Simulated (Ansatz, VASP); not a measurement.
## ZrMo2C2 in VASP and in Ansatz

Contents of INCAR:

```
PREC = Accurate ; ENCUT = 600
EDIFF = 1E-7 ; ISMEAR = 0
SIGMA = 0.1 ; LREAL = False
LASPH = True ; NELM = 100
ALGO = Normal ; ISIF = 3
LWAVE = False ; LCHARG = False
GGA = PE ; IBRION = 2
NSW = 90 ; EDIFFG = -0.04
```

Contents of KPOINTS:

```
regular mesh
0
Gamma
  6 6 6
```

POSCAR

```
ZrMo2C2
1.0
   -2.0064438700      2.0064438700      4.8391189500
    2.0064438700     -2.0064438700      4.8391189500
    2.0064438700      2.0064438700     -4.8391189500
Zr Mo C
1 2 2
Direct
    0.0000000000      0.0000000000      0.0000000000
    0.2500000000      0.7500000000      0.5000000000
    0.7500000000      0.2500000000      0.5000000000
    0.6160044700      0.6160044700      0.0000000000
    0.3839955300      0.3839955300      0.0000000000
```

Input for Ansatz:

```yaml
crystal:
  lattice:
    - [-2.00644387, 2.00644387, 4.83911895]
    - [2.00644387, -2.00644387, 4.83911895]
    - [2.00644387, 2.00644387, -4.83911895]
  atoms:
    - { symbol: Zr, position: [0.0, 0.0, 0.0] }
    - { symbol: Mo, position: [0.25, 0.75, 0.5] }
    - { symbol: Mo, position: [0.75, 0.25, 0.5] }
    - { symbol: C, position: [0.61600447, 0.61600447, 0.0] }
    - { symbol: C, position: [0.38399553, 0.38399553, 0.0] }
basis:
  ecutwfc: 420
kpoints:
  mp_grid: { grid: [6, 6, 6] }
hamiltonian:
  xc: pbe
scf:
  occupations: { method: gaussian, width: 0.1 }
  lower_state_search: "off"
output:
  forces: true
  stress: true
  eigenvalues: true
relax:
  adjacent_minimum: "off"
  f_tol: 0.04
  max_steps: 70
  cell: { stress_tol: 0.4 }
```

Change from the starting cell: species swapped into the HoSi2Pd2 type (I4/mmm, No. 139).

Alike in both runs: task relaxation of cell and atoms; functional PBE; k mesh 6 × 6 × 6; occupations gaussian, width 0.1 eV; no spin polarisation.

|  | VASP | Ansatz |
| --- | --- | --- |
| version | VASP 6.6.1 | Ansatz 0.2.0 |
| potentials or method | VASP PAW PBE potentials, release 64 (Zr_sv, Mo_sv, C), cutoff 600 eV | scalar-relativistic, plane waves, PAW |
| valence electrons in the cell | 48 | 48 |

|  | VASP | Ansatz | Ansatz less VASP |
| --- | --- | --- | --- |
| gap on the k mesh at the Fermi level, each at its own relaxed structure (eV) | none | none | - |
| relaxed volume (Å³/atom) | 12.27 | 12.91 | +0.639 |
| relaxed length of the cell vector where the two differ most in proportion (Å) | 5.350 | 5.513 | +0.1626 |

A gap of «none» marks a metal or a gap that the smearing closes. One of these differences is far larger than is usual between the two programs; its cause wasn't traced.

The k mesh is coarse, so the values compare programs but aren't converged. Noted on VASP's run: the volume moved by over 15 % at a fixed basis, so the end points are rough.
